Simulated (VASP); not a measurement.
# PdAu4 (Im-3m) in VASP: single point with r2SCAN+U

Aim: the single point of PdAu4 with r2SCAN+U.

Program: VASP 6.6.1. These are calculated values, not measurements. Logs are shortened: lines on timing, memory, paths and dates and some standing lists are left out, and cuts for length are marked.

### 1 The cell of the first run

The structure is cubic, space group Im-3m (No. 229). Conventional cell: a = 5.628 Å, b = 5.628 Å, c = 5.628 Å, α = 90.00°, β = 90.00°, γ = 90.00°. Pd (site symmetry m-3m) has 8 Au at 2.44 Å within 3.2 Å. Au (site symmetry -3m) has 2 Pd at 2.44 Å and 6 Au at 2.81 Å within 3.2 Å.

### 2 Single point, r2SCAN+U

File POSCAR:

```
PdAu4
1.0
   -2.8142097200      2.8142097200      2.8142097200
    2.8142097200     -2.8142097200      2.8142097200
    2.8142097200      2.8142097200     -2.8142097200
Pd Au
1 4
Direct
    0.0000000000      0.0000000000      0.0000000000
    0.5000000000      0.5000000000      0.5000000000
    0.5000000000      0.0000000000      0.0000000000
    0.0000000000      0.0000000000      0.5000000000
    0.0000000000      0.5000000000      0.0000000000
```

File INCAR.step1:

```
SYSTEM = PdAu4
PREC = Accurate
ENCUT = 520
ISMEAR = -1
SIGMA = 0.1
LREAL = .False.
LASPH = .True.
NELM = 150
LMAXMIX = 4
LDAU = .True.
LDAUTYPE = 2
LDAUL = -1 2
LDAUU = 0 4
LDAUJ = 0 0
NBANDS = 35
GGA = PE
ALGO = Normal
EDIFF = 1E-4
LWAVE = .True.
LCHARG = .False.
```

File INCAR.step2:

```
SYSTEM = PdAu4
PREC = Accurate
ENCUT = 520
EDIFF = 1E-6
ISMEAR = -1
SIGMA = 0.1
LREAL = .False.
LASPH = .True.
NELM = 150
ALGO = Normal
ISIF = 2
LWAVE = .False.
LCHARG = .False.
LMAXMIX = 4
LDAU = .True.
LDAUTYPE = 2
LDAUL = -1 2
LDAUU = 0 4
LDAUJ = 0 0
LDAUPRINT = 1
METAGGA = R2SCAN
LMIXTAU = .True.
NBANDS = 35
ISTART = 1
```

File KPOINTS:

```
regular mesh
0
Gamma
  5 5 5
  0 0 0
```

Potentials or basis: VASP PAW PBE potentials, release 64 (Pd, Au).

Started as:

```bash
cat potpaw_PBE.64/Pd/POTCAR potpaw_PBE.64/Au/POTCAR > POTCAR
cp INCAR.step1 INCAR
mpirun -np 1 vasp_std > vasp.out
cp INCAR.step2 INCAR
mpirun -np 1 vasp_std > vasp.out
```

OUTCAR:

```text
SYSTEM = PdAu4
   PREC = Accurate
   ENCUT = 520
   EDIFF = 1E-6
   ISMEAR = -1
   LREAL = .False.
   LASPH = .True.
   NELM = 150
   ISIF = 2
   METAGGA = R2SCAN
   ISTART = 1

 ion  position               nearest neighbor table
   1  0.000  0.000  0.000-   2 2.44   3 2.44   4 2.44   5 2.44   4 2.44   5 2.44   3 2.44   2 2.44

   2  0.500  0.500  0.500-   1 2.44   1 2.44   4 2.81   5 2.81   3 2.81   5 2.81   4 2.81   3 2.81

   3  0.500  0.000  0.000-   1 2.44   1 2.44   4 2.81   5 2.81   2 2.81   2 2.81   4 2.81   5 2.81

   4  0.000  0.000  0.500-   1 2.44   1 2.44   3 2.81   5 2.81   2 2.81   5 2.81   3 2.81   2 2.81

   5  0.000  0.500  0.000-   1 2.44   1 2.44   3 2.81   4 2.81   2 2.81   4 2.81   2 2.81   3 2.81

  LATTYP: Found a body centered cubic cell.
 ALAT       =     5.6284194400

  Lattice vectors:

 A1 = (  -2.8142097200,   2.8142097200,   2.8142097200)
 A2 = (   2.8142097200,  -2.8142097200,   2.8142097200)
 A3 = (   2.8142097200,   2.8142097200,  -2.8142097200)

Analysis of symmetry for initial positions (statically):
=====================================================================
 Subroutine PRICEL returns:
 Original cell was already a primitive cell.

 Routine SETGRP: Setting up the symmetry group for a
 body centered cubic supercell.

 Subroutine GETGRP returns: Found 48 space group operations
 (whereof 48 operations were pure point group operations)
 out of a pool of 48 trial point group operations.

The static configuration has the point symmetry O_h .

Analysis of symmetry for dynamics (positions and initial velocities):
=====================================================================
 Subroutine PRICEL returns:
 Original cell was already a primitive cell.

 Routine SETGRP: Setting up the symmetry group for a
 body centered cubic supercell.

 Subroutine GETGRP returns: Found 48 space group operations
 (whereof 48 operations were pure point group operations)
 out of a pool of 48 trial point group operations.

The dynamic configuration has the point symmetry O_h .

 Subroutine INISYM returns: Found 48 space group operations
 (whereof 48 operations are pure point group operations),
 and found     1 'primitive' translations

----------------------------------------------------------------------------------------

                                     Primitive cell

  volume of cell :      89.1516

  direct lattice vectors                    reciprocal lattice vectors
    -2.814209720  2.814209720  2.814209720     0.000000000  0.177669772  0.177669772
     2.814209720 -2.814209720  2.814209720     0.177669772  0.000000000  0.177669772
     2.814209720  2.814209720 -2.814209720     0.177669772  0.177669772  0.000000000

  length of vectors
     4.874354218  4.874354218  4.874354218     0.251263002  0.251263002  0.251263002

  position of ions in fractional coordinates (direct lattice)
     0.000000000  0.000000000  0.000000000
     0.500000000  0.500000000  0.500000000
     0.500000000  0.000000000  0.000000000
     0.000000000  0.000000000  0.500000000
     0.000000000  0.500000000  0.000000000

  ion indices of the primitive-cell ions
   primitive index   ion index
                 1           1
                 2           2
                 3           3
                 4           4
                 5           5

----------------------------------------------------------------------------------------
[... 29 lines left out ...]
  0.400000  0.000000  0.000000     12.000000
  0.200000  0.200000  0.000000     24.000000
  0.400000  0.200000  0.000000     24.000000
  0.200000  0.200000  0.200000      8.000000
 -0.200000  0.200000  0.200000      6.000000
 -0.400000  0.400000  0.200000     24.000000
 -0.400000 -0.400000  0.200000      8.000000
 -0.400000  0.400000  0.400000      6.000000
   k-points           NKPTS =     10   k-points in BZ     NKDIM =     10   number of bands    NBANDS=     35
   number of dos      NEDOS =    301   number of ions     NIONS =      5
   total plane-waves  NPLWV =  46656
   dimension x,y,z NGX =    36 NGY =   36 NGZ =   36
   dimension x,y,z NGXF=    72 NGYF=   72 NGZF=   72
   ions per type =               1   4
   NGX,Y,Z   is equivalent  to a cutoff of  12.28, 12.28, 12.28 a.u.
   NGXF,Y,Z  is equivalent  to a cutoff of  24.56, 24.56, 24.56 a.u.
 SYSTEM =  PdAu4
   PREC   = accura    normal or accurate (medium, high low for compatibility)
   ISTART =      1    job   : 0-new  1-cont  2-samecut
   ICHARG =      0    charge: 1-file 2-atom 10-const
   ISPIN  =      1    spin polarized calculation?
   LNONCOLLINEAR =      F non collinear calculations
   LSORBIT =      F    spin-orbit coupling
   LASPH  =      T    aspherical Exc in radial PAW
   ENCUT  =  520.0 eV  38.22 Ry    6.18 a.u.   9.06  9.06  9.06*2*pi/ulx,y,z
   NELM   =    150;   NELMIN=  2; NELMDL=  0     # of ELM steps
   EDIFF  = 0.1E-05   stopping-criterion for ELM
   LREAL  =      F    real-space projection
   EDIFFG = 0.1E-04   stopping-criterion for IOM
   NSW    =      0    number of steps for IOM
   IBRION =     -1    ionic relax: 0-MD 1-quasi-New 2-CG
   NFREE  =      0    steps in history (QN), initial steepest desc. (CG)
   ISIF   =      2    stress and relaxation
   ISYM   =      2    0-nonsym 1-usesym 2-fastsym
   POTIM  = 0.5000    time-step for ionic-motion
   TEBEG  =    0.0;   TEEND  =   0.0 temperature during run
   PSTRESS=    0.0 pullay stress
   NELECT =      54.0000    total number of electrons
   NUPDOWN=      -1.0000    fix difference up-down
   EMIN   =  10.00;   EMAX   =-10.00  energy-range for DOS
   EFERMI =   0.00;   METHOD = LEGACY
   ISMEAR =    -1;   SIGMA  =   0.10  broadening in eV -4-tet -1-fermi 0-gaus
   EFERMI_NEDOS =   21; number of points for ismear=-14 and -15
   IALGO  =     38    algorithm
   IMIX   =      4    mixing-type and parameters
     AMIX     =   0.40;   BMIX     =  1.00
     AMIX_MAG =   1.60;   BMIX_MAG =  1.00
  volume/ion in A,a.u.               =      17.83       120.33
  Fermi-wavevector in a.u.,A,eV,Ry     =   1.385148  2.617551 26.104628  1.918636
  Thomas-Fermi vector in A             =   2.509586
   LORBIT       =      0    0 simple, 1 ext, 2 COOP (PROOUT), +10 PAW based schemes
 LDA+U is selected, type is set to LDAUTYPE =  2
   angular momentum for each species LDAUL =    -1    2
   U (eV)           for each species LDAUU =   0.0  4.0
   J (eV)           for each species LDAUJ =   0.0  0.0
   METAGGA = R2SCAN    functional components
   LHFCALC =     F    Hartree Fock is set to
   AEXX    =    0.0000 exact exchange contribution
   IVDW    =     0    specifies the selected vdW correction
   LEPSILON=     F    determine dielectric tensor
   LRPA    =     F    only Hartree local field effects (RPA)
 non-spin polarized calculation
  energy-cutoff  :      520.00
  volume of cell :       89.15
 maximum number of plane-waves:      2418
   NGX = 19   NGY = 19   NGZ = 19

atom =   2  type =  2  l = 2

 onsite density matrix

spin component  1
[... 116 lines left out ...]
  o =  0.8921  v = -0.0011  0.0113 -0.0913  0.0101  0.9957  0.0000  0.0000  0.0000  0.0000  0.0000      0.0000  0.0000  0.0000  0.0000  0.0000  0.0000  0.0000  0.0000  0.0000  0.0000
  o =  0.8921  v =  0.0000  0.0000  0.0000  0.0000  0.0000 -0.0011  0.0113 -0.0913  0.0101  0.9957      0.0000  0.0000  0.0000  0.0000  0.0000  0.0000  0.0000  0.0000  0.0000  0.0000
  o =  0.8921  v =  0.0124 -0.0052  0.9957  0.0072  0.0913  0.0000  0.0000  0.0000  0.0000  0.0000      0.0000  0.0000  0.0000  0.0000  0.0000  0.0000  0.0000  0.0000  0.0000  0.0000
  o =  0.8921  v =  0.0000  0.0000  0.0000  0.0000  0.0000  0.0124 -0.0052  0.9957  0.0072  0.0913      0.0000  0.0000  0.0000  0.0000  0.0000  0.0000  0.0000  0.0000  0.0000  0.0000
  o =  0.9051  v = -0.5774 -0.5774 -0.0000  0.5774 -0.0000  0.0000  0.0000  0.0000  0.0000  0.0000      0.0000  0.0000  0.0000  0.0000  0.0000  0.0000  0.0000  0.0000  0.0000  0.0000
  o =  0.9051  v =  0.0000  0.0000  0.0000  0.0000  0.0000 -0.5774 -0.5774 -0.0000  0.5774 -0.0000      0.0000  0.0000  0.0000  0.0000  0.0000  0.0000  0.0000  0.0000  0.0000  0.0000
  o =  0.9210  v =  0.0000  0.0000  0.0000  0.0000  0.0000  0.4342  0.3817 -0.0081  0.8158 -0.0129      0.0000  0.0000  0.0000  0.0000  0.0000  0.0000  0.0000  0.0000  0.0000  0.0000
  o =  0.9210  v =  0.4342  0.3817 -0.0081  0.8158 -0.0129  0.0000  0.0000  0.0000  0.0000  0.0000      0.0000  0.0000  0.0000  0.0000  0.0000  0.0000  0.0000  0.0000  0.0000  0.0000
  o =  0.9210  v =  0.0000  0.0000  0.0000  0.0000  0.0000  0.6914 -0.7217 -0.0129 -0.0303  0.0081      0.0000  0.0000  0.0000  0.0000  0.0000  0.0000  0.0000  0.0000  0.0000  0.0000
  o =  0.9210  v =  0.6914 -0.7217 -0.0129 -0.0303  0.0081  0.0000  0.0000  0.0000  0.0000  0.0000      0.0000  0.0000  0.0000  0.0000  0.0000  0.0000  0.0000  0.0000  0.0000  0.0000

 number of electron      53.9999994 magnetization

 Free energy of the ion-electron system (eV)
  ---------------------------------------------------
  ext. energy  EPLUGINS =         0.00000000
  ---------------------------------------------------
  free energy    TOTEN  =      -214.63955291 eV

  energy without entropy =     -214.58084732  energy(sigma->0) =     -214.61020011

 E-fermi :   7.7546     XC(G=0): -12.8523

 val. band max:        7.7380541252   @ k =   0.0000   0.0000   0.0000
 cond. band min:       7.7579584171   @ k =   0.4000   0.2000   0.0000
 fundamental gap:      0.0199042919
 Fermi energy:         7.7545696718

 k-point     1 :       0.0000    0.0000    0.0000
  band No.  band energies     occupation
      1      -1.2179      2.00000
      2      -0.3090      2.00000
      3      -0.3090      2.00000
      4      -0.1369      2.00000
      5      -0.1369      2.00000
      6      -0.1369      2.00000
[... 369 lines left out ...]
     34      16.3857      0.00000
     35      18.4716      0.00000

------------------------ aborting loop because EDIFF is reached ----------------------------------------

  FORCE on cell =-STRESS in cart. coord.  units (eV):
  Direction    XX          YY          ZZ          XY          YZ          ZX
  --------------------------------------------------------------------------------------
  -------------------------------------------------------------------------------------
  Total       16.0712026     16.0712026     16.0712026     -0.0000000     -0.0000000     -0.0000000
  in kB      288.8215472    288.8215472    288.8215472     -0.0000000     -0.0000000     -0.0000000
  external PRESSURE =     288.8215472 kB  Pullay stress =       0.0000000 kB

 VOLUME and BASIS-vectors are now :
 -----------------------------------------------------------------------------
  energy-cutoff  :      520.00
  volume of cell :       89.15
      direct lattice vectors                 reciprocal lattice vectors
    -2.814209720  2.814209720  2.814209720     0.000000000  0.177669772  0.177669772
     2.814209720 -2.814209720  2.814209720     0.177669772  0.000000000  0.177669772
     2.814209720  2.814209720 -2.814209720     0.177669772  0.177669772  0.000000000

 POSITION                                       TOTAL-FORCE (eV/Angst)
 -----------------------------------------------------------------------------------
      0.00000      0.00000      0.00000         0.000000     -0.000000     -0.000000
      1.40710      1.40710      1.40710         0.000000      0.000000      0.000000
     -1.40710      1.40710      1.40710         0.000000     -0.000000      0.000000
      1.40710      1.40710     -1.40710        -0.000000      0.000000     -0.000000
      1.40710     -1.40710      1.40710        -0.000000     -0.000000     -0.000000
 -----------------------------------------------------------------------------------
    total drift:                                0.000000     -0.000000      0.000000

  FREE ENERGIE OF THE ION-ELECTRON SYSTEM (eV)
  ---------------------------------------------------
  free  energy   TOTEN  =      -214.6395529092 eV

  energy  without entropy=     -214.5808473184  energy(sigma->0) =     -214.61020011
```

It took 3.1 min on 1 thread of AMD EPYC 7R13, shared host; peak memory 0.19 GiB.

What came out:

| Property | Result |
| --- | --- |
| Free energy | -214.6396 eV |
| Pressure | 28.9 GPa |
| Band gap on the k mesh | zero (bands 27 and 28 overlap by 3.56 eV) |

Eigenvalues of the final occupation matrices:
```tsv
site	spin	trace	eigenvalues
site 2 d	1	4.53	0.89 0.89 0.91 0.92 0.92
site 2 d	2	4.53	0.89 0.89 0.91 0.92 0.92
site 3 d	1	4.53	0.89 0.89 0.91 0.92 0.92
site 3 d	2	4.53	0.89 0.89 0.91 0.92 0.92
site 4 d	1	4.53	0.89 0.89 0.91 0.92 0.92
site 4 d	2	4.53	0.89 0.89 0.91 0.92 0.92
site 5 d	1	4.53	0.89 0.89 0.91 0.92 0.92
site 5 d	2	4.53	0.89 0.89 0.91 0.92 0.92
```

Caveat: the cell stands under pressure; the PAW data sets were made with another functional, which shifts forces and pressure a little; spin-orbit coupling is left out, which moves the levels of the heavy elements; U without spin polarisation on a metal has little footing; the U is typed as a test and isn't derived for this compound.
